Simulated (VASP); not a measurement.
# Ge16P (a cell with a defect) in VASP: single point with PBE

Aim: the single point of Ge16P (a cell with a defect) with PBE.

All numbers are computed with VASP 6.6.1; they aren't measurements. Logs are shortened: lines on timing, memory, paths and dates and some standing lists are left out, and cuts for length are marked.

## (1) The cell of the first run

The cell holds a defect, 17 atoms: a = 8.004 Å, b = 8.004 Å, c = 8.004 Å, α = 60.00°, β = 60.00°, γ = 60.00°.

## (2) Single point, PBE

Contents of INCAR:

```
PREC     = Accurate       # precision mode
ENCUT    = 520            # plane-wave cutoff, eV
EDIFF    = 1E-6           # SCF threshold, eV
ISMEAR   = -1             # smearing method
SIGMA    = 0.05           # smearing width, eV
LREAL    = Auto         
LASPH    = True           # aspherical terms in the spheres
NELM     = 100            # most SCF steps
ALGO     = Normal         # electronic algorithm
ISIF     = 2              # what is computed and relaxed
LWAVE    = False          # write WAVECAR
LCHARG   = False          # write CHGCAR
GGA      = PE             # functional
NBANDS   = 128            # bands
```

Contents of KPOINTS:

```
regular mesh
0
Gamma
  2 2 2
```

Contents of POSCAR:

```
Ge16P
1.0
    0.0000000000      5.6600000000      5.6600000000
    5.6600000000      0.0000000000      5.6600000000
    5.6600000000      5.6600000000      0.0000000000
Ge P
16 1
Direct
   -0.0052462127     -0.0050578202      0.0050802655
    0.1248050795      0.1245227995      0.1260790070
   -0.0006338908      0.0001279746      0.5005321910
    0.1249931827      0.1248083175      0.6246431655
   -0.0052427875      0.5052254860      0.0051146995
    0.1284746974      0.6237971821      0.1239877867
   -0.0052304545      0.5050551017      0.4950875904
    0.1249485498      0.6257004125      0.6245578727
    0.5051802958     -0.0050406158      0.0049438614
    0.6236064025      0.1284390646      0.1241318996
    0.5049356767     -0.0049546420      0.4951745236
    0.6249837086      0.1250323793      0.6249215849
    0.4999641573      0.5000050254      0.0000357544
    0.6235940828      0.6238670473      0.1240932976
    0.5050011785      0.5048769432      0.4951469759
    0.6236623016      0.6239978553      0.6284249813
    0.2481676321      0.2503257889      0.7516492431
```

Potentials or basis: VASP PAW PBE potentials, release 64 (Ge_d, P).

Launch:

```console
cat potpaw_PBE.64/Ge_d/POTCAR potpaw_PBE.64/P/POTCAR > POTCAR
mpirun -np 1 vasp_std > vasp.out
```

OUTCAR:

```text
PREC = Accurate
   ENCUT = 520
   EDIFF = 1E-6
   ISMEAR = -1
   LREAL = Auto
   LASPH = True
   NELM = 100
   ISIF = 2
   GGA = PE

 ion  position               nearest neighbor table
   1  0.995  0.995  0.005-  10 2.43   6 2.43   4 2.49   2 2.49  17 2.88
   2  0.125  0.125  0.126-  17 2.45   3 2.45   9 2.49   1 2.49   5 2.49
   3  0.999  0.000  0.501-  12 2.45   4 2.45   8 2.45   2 2.45
   4  0.125  0.125  0.625-   3 2.45  17 2.46  11 2.48   7 2.49   1 2.49
   5  0.995  0.505  0.005-  14 2.43   6 2.43   8 2.49   2 2.49  17 2.88
   6  0.128  0.624  0.124-   7 2.43   1 2.43   5 2.43  13 2.43
   7  0.995  0.505  0.495-  16 2.43   6 2.43   4 2.49   8 2.49  17 2.89
   8  0.125  0.626  0.625-   3 2.45  17 2.45  15 2.48   7 2.49   5 2.49
   9  0.505  0.995  0.005-  14 2.43  10 2.43  12 2.48   2 2.49  17 2.89
  10  0.624  0.128  0.124-  11 2.43   9 2.43   1 2.43  13 2.43
  11  0.505  0.995  0.495-  10 2.43  16 2.43  12 2.48   4 2.48  17 2.90
  12  0.625  0.125  0.625-   3 2.45  17 2.46  11 2.48  15 2.48   9 2.48
  13  0.500  0.500  0.000-   6 2.43  14 2.43  10 2.43  16 2.43
  14  0.624  0.624  0.124-  15 2.43   9 2.43   5 2.43  13 2.43
  15  0.505  0.505  0.495-  14 2.43  16 2.43  12 2.48   8 2.48  17 2.89
  16  0.624  0.624  0.628-  11 2.43  15 2.43   7 2.43  13 2.43
  17  0.248  0.250  0.752-   2 2.45   8 2.45   4 2.46  12 2.46   5 2.88   1 2.88   7 2.89   9 2.89
                            15 2.89  11 2.90

  LATTYP: Found a face centered cubic cell.
 ALAT       =    11.3200000000

  Lattice vectors:

 A1 = (   0.0000000000,   5.6600000000,   5.6600000000)
 A2 = (   5.6600000000,   0.0000000000,   5.6600000000)
 A3 = (   5.6600000000,   5.6600000000,   0.0000000000)

Analysis of symmetry for initial positions (statically):
=====================================================================
 Subroutine PRICEL returns:
 Original cell was already a primitive cell.

 Routine SETGRP: Setting up the symmetry group for a
 face centered cubic supercell.

 Subroutine GETGRP returns: Found  1 space group operations
 (whereof  1 operations were pure point group operations)
 out of a pool of 48 trial point group operations.

The static configuration has the point symmetry C_1 .

Analysis of symmetry for dynamics (positions and initial velocities):
=====================================================================
 Subroutine PRICEL returns:
 Original cell was already a primitive cell.

 Routine SETGRP: Setting up the symmetry group for a
 face centered cubic supercell.

 Subroutine GETGRP returns: Found  1 space group operations
 (whereof  1 operations were pure point group operations)
 out of a pool of 48 trial point group operations.

The dynamic configuration has the point symmetry C_1 .

 Subroutine INISYM returns: Found  1 space group operations
 (whereof  1 operations are pure point group operations),
 and found     1 'primitive' translations

----------------------------------------------------------------------------------------

                                     Primitive cell

  volume of cell :     362.6430

  direct lattice vectors                    reciprocal lattice vectors
     0.000000000  5.660000000  5.660000000    -0.088339223  0.088339223  0.088339223
     5.660000000  0.000000000  5.660000000     0.088339223 -0.088339223  0.088339223
     5.660000000  5.660000000  0.000000000     0.088339223  0.088339223 -0.088339223

  length of vectors
     8.004448763  8.004448763  8.004448763     0.153008022  0.153008022  0.153008022

  position of ions in fractional coordinates (direct lattice)
     0.994753787  0.994942180  0.005080265
     0.124805079  0.124522799  0.126079007
     0.999366109  0.000127975  0.500532191
     0.124993183  0.124808317  0.624643165
     0.994757212  0.505225486  0.005114699
     0.128474697  0.623797182  0.123987787
[... 9 lines left out ...]
     0.623662302  0.623997855  0.628424981
     0.248167632  0.250325789  0.751649243

  ion indices of the primitive-cell ions
   primitive index   ion index
                 1           1
                 2           2
                 3           3
                 4           4
                 5           5
                 6           6
[... 9 lines left out ...]
                16          16
                17          17

----------------------------------------------------------------------------------------

 KPOINTS: regular mesh

Automatic generation of k-mesh.
 Grid dimensions read from file:
 generate k-points for:    2    2    2

 Generating k-lattice:

  Cartesian coordinates                     Fractional coordinates (reciprocal lattice)
    -0.044169611  0.044169611  0.044169611     0.500000000  0.000000000  0.000000000
     0.044169611 -0.044169611  0.044169611     0.000000000  0.500000000  0.000000000
     0.044169611  0.044169611 -0.044169611     0.000000000  0.000000000  0.500000000

  Length of vectors
     0.076504011  0.076504011  0.076504011

  Shift w.r.t. Gamma in fractional coordinates (k-lattice)
     0.000000000  0.000000000  0.000000000

 Subroutine IBZKPT returns following result:
 ===========================================

 Found      8 irreducible k-points:

 Following reciprocal coordinates:
            Coordinates               Weight
  0.000000  0.000000  0.000000      1.000000
  0.500000  0.000000  0.000000      1.000000
  0.000000  0.500000  0.000000      1.000000
  0.000000  0.000000  0.500000      1.000000
  0.500000  0.500000  0.500000      1.000000
  0.500000  0.500000  0.000000      1.000000
  0.000000  0.500000  0.500000      1.000000
  0.500000  0.000000  0.500000      1.000000
   k-points           NKPTS =      8   k-points in BZ     NKDIM =      8   number of bands    NBANDS=    128
   number of dos      NEDOS =    301   number of ions     NIONS =     17
   total plane-waves  NPLWV = 216000
   dimension x,y,z NGX =    60 NGY =   60 NGZ =   60
   dimension x,y,z NGXF=   120 NGYF=  120 NGZF=  120
   ions per type =              16   1
   NGX,Y,Z   is equivalent  to a cutoff of  12.46, 12.46, 12.46 a.u.
   NGXF,Y,Z  is equivalent  to a cutoff of  24.92, 24.92, 24.92 a.u.
 SYSTEM =  unknown system
   PREC   = accura    normal or accurate (medium, high low for compatibility)
   ISTART =      0    job   : 0-new  1-cont  2-samecut
   ICHARG =      2    charge: 1-file 2-atom 10-const
   ISPIN  =      1    spin polarized calculation?
   LNONCOLLINEAR =      F non collinear calculations
   LSORBIT =      F    spin-orbit coupling
   LASPH  =      T    aspherical Exc in radial PAW
   ENCUT  =  520.0 eV  38.22 Ry    6.18 a.u.  14.88 14.88 14.88*2*pi/ulx,y,z
   NELM   =    100;   NELMIN=  2; NELMDL= -5     # of ELM steps
   EDIFF  = 0.1E-05   stopping-criterion for ELM
   LREAL  =      T    real-space projection
   EDIFFG = 0.1E-04   stopping-criterion for IOM
   NSW    =      0    number of steps for IOM
   IBRION =     -1    ionic relax: 0-MD 1-quasi-New 2-CG
   NFREE  =      0    steps in history (QN), initial steepest desc. (CG)
   ISIF   =      2    stress and relaxation
   ISYM   =      2    0-nonsym 1-usesym 2-fastsym
   POTIM  = 0.5000    time-step for ionic-motion
   TEBEG  =    0.0;   TEEND  =   0.0 temperature during run
   PSTRESS=    0.0 pullay stress
   NELECT =     229.0000    total number of electrons
   NUPDOWN=      -1.0000    fix difference up-down
   EMIN   =  10.00;   EMAX   =-10.00  energy-range for DOS
   EFERMI =   0.00;   METHOD = LEGACY
   ISMEAR =    -1;   SIGMA  =   0.05  broadening in eV -4-tet -1-fermi 0-gaus
   EFERMI_NEDOS =   21; number of points for ismear=-14 and -15
   IALGO  =     38    algorithm
   IMIX   =      4    mixing-type and parameters
     AMIX     =   0.40;   BMIX     =  1.00
     AMIX_MAG =   1.60;   BMIX_MAG =  1.00
  volume/ion in A,a.u.               =      21.33       143.96
  Fermi-wavevector in a.u.,A,eV,Ry     =   1.404517  2.654152 26.839765  1.972667
  Thomas-Fermi vector in A             =   2.527070
   LORBIT       =      0    0 simple, 1 ext, 2 COOP (PROOUT), +10 PAW based schemes
   GGA     = PE    functional components
   LHFCALC =     F    Hartree Fock is set to
   AEXX    =    0.0000 exact exchange contribution
   IVDW    =     0    specifies the selected vdW correction
   LEPSILON=     F    determine dielectric tensor
   LRPA    =     F    only Hartree local field effects (RPA)
 non-spin polarized calculation
  energy-cutoff  :      520.00
  volume of cell :      362.64
 maximum number of plane-waves:      9841
 NGX is ok and might be reduce to    60
   NGX = 29   NGY = 29   NGZ = 29

 number of electron     229.0000022 magnetization

 Free energy of the ion-electron system (eV)
  ---------------------------------------------------
  ext. energy  EPLUGINS =         0.00000000
  ---------------------------------------------------
  free energy    TOTEN  =       -72.90127831 eV

  energy without entropy =      -72.87400181  energy(sigma->0) =      -72.88764006

 E-fermi :   5.7420     XC(G=0): -10.1589

 val. band max:        5.4832497622   @ k =   0.0000   0.0000   0.0000
 cond. band min:       5.7498595420   @ k =   0.0000   0.0000   0.0000
 fundamental gap:      0.2666097798
 Fermi energy:         5.7419897264

 k-point     1 :       0.0000    0.0000    0.0000
  band No.  band energies     occupation
      1     -19.3039      2.00000
      2     -19.3037      2.00000
      3     -19.3035      2.00000
      4     -19.2919      2.00000
      5     -19.2910      2.00000
      6     -19.2909      2.00000
[... 118 lines left out ...]
    125       6.7141      0.00000
    126       6.7265      0.00000

 k-point     2 :       0.5000    0.0000    0.0000
  band No.  band energies     occupation
      1     -19.3130      2.00000
      2     -19.3126      2.00000
      3     -19.3088      2.00000
      4     -19.3069      2.00000
      5     -19.3068      2.00000
      6     -19.3036      2.00000
[... 892 lines left out ...]
    125       9.3092      0.00000
    126       9.3095      0.00000
 [bands above 126 left out]

------------------------ aborting loop because EDIFF is reached ----------------------------------------

  FORCE on cell =-STRESS in cart. coord.  units (eV):
  Direction    XX          YY          ZZ          XY          YZ          ZX
  --------------------------------------------------------------------------------------
  -------------------------------------------------------------------------------------
  Total       21.4284592     21.4309296     21.4290101      0.0289163     -0.0369925      0.0014510
  in kB       94.6721496     94.6830639     94.6745835      0.1277540     -0.1634348      0.0064107
  external PRESSURE =      94.6765990 kB  Pullay stress =       0.0000000 kB

 VOLUME and BASIS-vectors are now :
 -----------------------------------------------------------------------------
  energy-cutoff  :      520.00
  volume of cell :      362.64
      direct lattice vectors                 reciprocal lattice vectors
     0.000000000  5.660000000  5.660000000    -0.088339223  0.088339223  0.088339223
     5.660000000  0.000000000  5.660000000     0.088339223 -0.088339223  0.088339223
     5.660000000  5.660000000  0.000000000     0.088339223  0.088339223 -0.088339223

 POSITION                                       TOTAL-FORCE (eV/Angst)
 -----------------------------------------------------------------------------------
      5.66013      5.65906     11.26168         0.001929      0.003904     -0.023898
      1.41841      1.42000      1.41120        -0.033722     -0.043986      0.035999
      2.83374      8.48942      5.65714        -0.001980      0.000468      0.001596
      4.24190      4.24294      1.41388         0.056228      0.046368      0.040289
      2.88853      5.65928      8.48990         0.023448      0.002939     -0.001361
      4.23246      1.42894      4.25786         0.025635     -0.029611     -0.026666
[... 9 lines left out ...]
      7.08871      7.08681      7.06176        -0.025271     -0.020839      0.024335
      5.67118      5.65896      2.82147        -0.038965      0.002476      0.029102
 -----------------------------------------------------------------------------------
    total drift:                               -0.000576      0.000412     -0.000032

  FREE ENERGIE OF THE ION-ELECTRON SYSTEM (eV)
  ---------------------------------------------------
  free  energy   TOTEN  =       -72.9012783063 eV

  energy  without entropy=      -72.8740018113  energy(sigma->0) =      -72.88764006
```

Run time: 22 min. Hardware: 1 thread of Intel Xeon Platinum 8375C at 2.90GHz (Ice Lake), shared host; peak memory 0.6 GiB.

Results:

| Property | Result |
| --- | --- |
| Free energy | -72.9013 eV |
| Pressure | 9.5 GPa |
| Largest force | 0.097 eV/Å |
| Band gap on the k mesh | zero (an odd number of electrons rules out a gap without spin polarisation) |

Forces on the atoms (eV/Å):
```
Ge   0.002  0.004 -0.024
Ge  -0.034 -0.044  0.036
Ge  -0.002  0.000  0.002
Ge   0.056  0.046  0.040
Ge   0.023  0.003 -0.001
Ge   0.026 -0.030 -0.027
Ge  -0.001 -0.026  0.002
Ge  -0.037  0.045 -0.053
Ge   0.005  0.026 -0.006
Ge  -0.029  0.025 -0.021
Ge  -0.029 -0.003 -0.002
Ge   0.059 -0.051 -0.057
Ge   0.000  0.000  0.000
Ge   0.021  0.026  0.029
Ge   0.003 -0.004  0.028
Ge  -0.025 -0.021  0.024
P   -0.039  0.002  0.029
```

Levels at points of the mesh, in eV from the Fermi level:
```
           k point  band 112  band 113  band 114  band 115  band 116  band 117
(0.00, 0.00, 0.00)     -0.69     -0.67     -0.40     -0.39     -0.39     -0.26
(0.50, 0.00, 0.00)     -1.37     -1.27     -1.27      0.38      0.54      0.56
(0.00, 0.50, 0.00)     -1.37     -1.27     -1.27      0.38      0.53      0.56
(0.00, 0.00, 0.50)     -1.37     -1.27     -1.27      0.38      0.54      0.55
(0.50, 0.50, 0.50)     -1.37     -1.27     -1.27      0.38      0.53      0.56
(0.50, 0.50, 0.00)     -1.91     -1.76     -0.67      0.45      0.46      0.55
(0.00, 0.50, 0.50)     -1.91     -1.76     -0.67      0.45      0.46      0.55
(0.50, 0.00, 0.50)     -1.91     -1.76     -0.67      0.45      0.46      0.55
```

Caveat: the k points lie up to 0.48 Å⁻¹ apart, too coarse for converged energies and pressures of a metal; an odd number of electrons without spin polarisation forces a metal; a magnetic or distorted state may lie lower.

The gap in the log of VASP goes by the Fermi energy; the results here count the filled bands.